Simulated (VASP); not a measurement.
# BN (P6_3/mmc) in VASP: settings compared, part 2 of 2

VASP 6.6.1. Earlier steps stand in the parts before.

### Step 3. Single point, LDA

INCAR

```
SYSTEM = BN
  PREC = Accurate
  ENCUT = 600
  EDIFF = 1E-6
  ISMEAR = 0
  SIGMA = 0.01
  LREAL = .FALSE.
  LASPH = .TRUE.
  NELM = 120
  ALGO = Normal
  ISIF = 2
  LWAVE = .FALSE.
  LCHARG = .FALSE.
  GGA = CA
  NBANDS = 16
  GGA_COMPAT = .FALSE.
```

KPOINTS

```
Automatic mesh
0
G
  9 9 3
  0 0 0
```

POSCAR

```
BN
1.0
    2.4982400000      0.0000000000      0.0000000000
   -1.2491200000      2.1635390000      0.0000000000
    0.0000000000      0.0000000000      6.6357000000
B N
2 2
Direct
    0.3333333333      0.6666666667      0.2500000000
    0.6666666667      0.3333333333      0.7500000000
    0.3333333333      0.6666666667      0.7500000000
    0.6666666667      0.3333333333      0.2500000000
```

Potentials or basis: VASP PAW LDA potentials, release 64 (B, N).

Launch:

```bash
> cat potpaw_LDA.64/B/POTCAR potpaw_LDA.64/N/POTCAR > POTCAR
> mpirun -np 1 vasp_std > vasp.out
```

It took 6.1 s on 1 thread of Intel Xeon 6975P-C (Granite Rapids), shared host; peak memory 0.13 GiB.

The run converged. Its results:

| Item | Value |
| --- | --- |
| Free energy | -38.5818 eV |
| Pressure | -2.7 GPa |
| Band gap on the k mesh | 4.24 eV (least direct gap 4.52 eV) |

Stress tensor (GPa, compression positive):
```
-3.59  0.00  0.00
 0.00 -3.59  0.00
 0.00  0.00 -0.80
```

Levels at points of the mesh, in eV from the valence-band top:
```csv
k point,band 6,band 7,band 8,band 9,band 10,band 11
"(0.00, 0.00, 0.00)",-1.31,-1.27,-1.27,4.96,10.09,11.51
```

Caveat: an odd mesh through Γ misses points on the zone boundary, where band edges can lie.

### Step 4. Single point, RPBE

Changes to INCAR since step 3:

```diff
@@ -12,4 +12,6 @@
   LWAVE = .FALSE.
-  LCHARG = .FALSE.
-  GGA = CA
+  LCHARG = .TRUE.
+  GGA = RP
+  LELF = .TRUE.
+  LVHAR = .TRUE.
   NBANDS = 16
```

KPOINTS is that of step 3.

POSCAR is that of step 3.

Potentials or basis: VASP PAW PBE potentials, release 64 (B, N).

Launch:

```bash
> cat potpaw_PBE.64/B/POTCAR potpaw_PBE.64/N/POTCAR > POTCAR
> mpirun -np 1 vasp_std > vasp.out
```

OUTCAR:

```text
SYSTEM = BN
   PREC = Accurate
   ENCUT = 600
   EDIFF = 1E-6
   ISMEAR = 0
   LREAL = .FALSE.
   LASPH = .TRUE.
   NELM = 120
   ISIF = 2
   GGA = RP

 ion  position               nearest neighbor table
   1  0.333  0.667  0.250-   4 1.44   4 1.44   4 1.44
   2  0.667  0.333  0.750-   3 1.44   3 1.44   3 1.44
   3  0.333  0.667  0.750-   2 1.44   2 1.44   2 1.44
   4  0.667  0.333  0.250-   1 1.44   1 1.44   1 1.44

  LATTYP: Found a hexagonal cell.
 ALAT       =     2.4982400000
 C/A-ratio  =     2.6561499296

  Lattice vectors:
[... 651 lines left out ...]
  Direction    XX          YY          ZZ          XY          YZ          ZX
  --------------------------------------------------------------------------------------
  -------------------------------------------------------------------------------------
  Total        2.4596347      2.4596340      1.1050109      0.0000000     -0.0000000      0.0000000
  in kB      109.8741587    109.8741278     49.3618614      0.0000000     -0.0000000      0.0000000
  external PRESSURE =      89.7033827 kB  Pullay stress =       0.0000000 kB

 VOLUME and BASIS-vectors are now :
 -----------------------------------------------------------------------------
  energy-cutoff  :      600.00
  volume of cell :       35.87
      direct lattice vectors                 reciprocal lattice vectors
     2.498240000  0.000000000  0.000000000     0.400281798  0.231102837  0.000000000
    -1.249120000  2.163539000  0.000000000     0.000000000  0.462205673  0.000000000
     0.000000000  0.000000000  6.635700000     0.000000000  0.000000000  0.150700002

 POSITION                                       TOTAL-FORCE (eV/Angst)
 -----------------------------------------------------------------------------------
     -0.00000      1.44236      1.65892        -0.000000      0.000000      0.000000
      1.24912      0.72118      4.97677         0.000000     -0.000000      0.000000
     -0.00000      1.44236      4.97677        -0.000000      0.000000      0.000000
      1.24912      0.72118      1.65892         0.000000     -0.000000      0.000000
 -----------------------------------------------------------------------------------
    total drift:                                0.000000     -0.000000      0.000000

  FREE ENERGIE OF THE ION-ELECTRON SYSTEM (eV)
  ---------------------------------------------------
  free  energy   TOTEN  =       -33.6754897440 eV

  energy  without entropy=      -33.6754897440  energy(sigma->0) =      -33.67548974
```

stdout:

```text
POSCAR found type information on POSCAR B N
 POSCAR found :  2 types and       4 ions
 scaLAPACK will be used
 -----------------------------------------------------------------------------
|                                                                             |
|                                                                             |
|     You enforced a specific xc type in the INCAR file but a different       |
|     I HOPE YOU KNOW WHAT YOU ARE DOING!                                     |
|                                                                             |
 -----------------------------------------------------------------------------

 LDA part: xc-table for (Slater+PW92), standard interpolation
 POSCAR, INCAR and KPOINTS ok, starting setup
 FFT: planning ... GRIDC
 FFT: planning ... GRID_SOFT
 FFT: planning ... GRID
 WAVECAR not read
 entering main loop
```

It took 7.6 s on 1 thread of Intel Xeon 6975P-C (Granite Rapids), shared host; peak memory 0.15 GiB.

Results:

```yaml
Free_energy: -33.6755 eV
Pressure: 9.0 GPa
Band_gap_on_the_k_mesh: 4.53 eV (least direct gap 4.80 eV)
```

Stress tensor (GPa, compression positive):
```
10.99  0.00  0.00
 0.00 10.99  0.00
 0.00  0.00  4.94
```

Caveat: the cell stands under pressure; the PAW data sets were made with another functional, which shifts forces and pressure a little; an odd mesh through Γ misses points on the zone boundary, where band edges can lie; this functional lacks dispersion, which binds the layers, so the pressure and a relaxed spacing across them are unreliable.

### Step 5. Single point, r2SCAN

POSCAR is that of step 4.

INCAR.step1

```
ALGO = Normal ; EDIFF = 1E-5
ENCUT = 660 ; GGA = PE
GGA_COMPAT = False ; ISMEAR = 0
LASPH = True ; LCHARG = False
LREAL = False ; LWAVE = True
NBANDS = 16 ; NELM = 120
PREC = Accurate ; SIGMA = 0.01
```

INCAR.step2

```
ALGO = Normal ; EDIFF = 1E-6
ENCUT = 660 ; GGA_COMPAT = False
ISIF = 2 ; ISMEAR = 0
ISTART = 1 ; LASPH = True
LCHARG = False ; LMIXTAU = True
LREAL = False ; LWAVE = False
METAGGA = R2SCAN ; NBANDS = 16
NELM = 120 ; PREC = Accurate
SIGMA = 0.01
```

KPOINTS

```
k-points
0
Gamma
  9 9 3
```

Launch:

```bash
> cat potpaw_PBE.64/B/POTCAR potpaw_PBE.64/N/POTCAR > POTCAR
> cp INCAR.step1 INCAR
> mpirun -np 1 vasp_std > vasp.out
> cp INCAR.step2 INCAR
> mpirun -np 1 vasp_std > vasp.out
```

Wall time 36 s (1 thread of Intel Xeon 6975P-C (Granite Rapids), shared host); peak memory 0.18 GiB.

It converged, with:

| Quantity | Value |
| --- | --- |
| Free energy | -38.5964 eV |
| Pressure | 1.6 GPa |
| Band gap on the k mesh | 5.05 eV (least direct gap 5.33 eV) |

Stress tensor (GPa, compression positive):
```
1.95 0.00 0.00
0.00 1.95 0.00
0.00 0.00 0.80
```

Levels at points of the mesh, in eV from the valence-band top:
```tsv
k point	band 5	band 6	band 7	band 8	band 9	band 10	band 11	band 12
(0.00, 0.00, 0.00)	-1.33	-1.33	-1.29	-1.29	5.66	11.14	12.37	12.37
```

Caveat: the PAW data sets were made with another functional, which shifts forces and pressure a little; an odd mesh through Γ misses points on the zone boundary, where band edges can lie. r2SCAN opens gaps a little over a GGA but as a rule still falls short of measured ones.

### Step 6. Overview

```csv
level,potentials or basis,cutoff (eV),gap on the mesh (eV),pressure (GPa)
revPBE,"VASP PAW PBE potentials, release 64 (B, N)",600,4.51,8.0
LDA,"VASP PAW LDA potentials, release 64 (B, N)",600,4.24,-2.7
RPBE,"VASP PAW PBE potentials, release 64 (B, N)",600,4.53,9.0
r2SCAN,"VASP PAW PBE potentials, release 64 (B, N)",660,5.05,1.6
```

Alike in all rows: task single point; no spin polarisation; cell as given; k mesh 9 × 9 × 3; smearing gaussian 0.01 eV.

Caveats: an odd mesh through Γ misses points on the zone boundary, where band edges can lie; the PAW data sets were made with another functional, which shifts forces and pressure a little (at least some runs); the cell stands under pressure (at least some runs); this functional lacks dispersion, which binds the layers, so the pressure and a relaxed spacing across them are unreliable (at least some runs).

Total energies depend on the potentials used, so only differences within one code and one set of settings carry meaning.
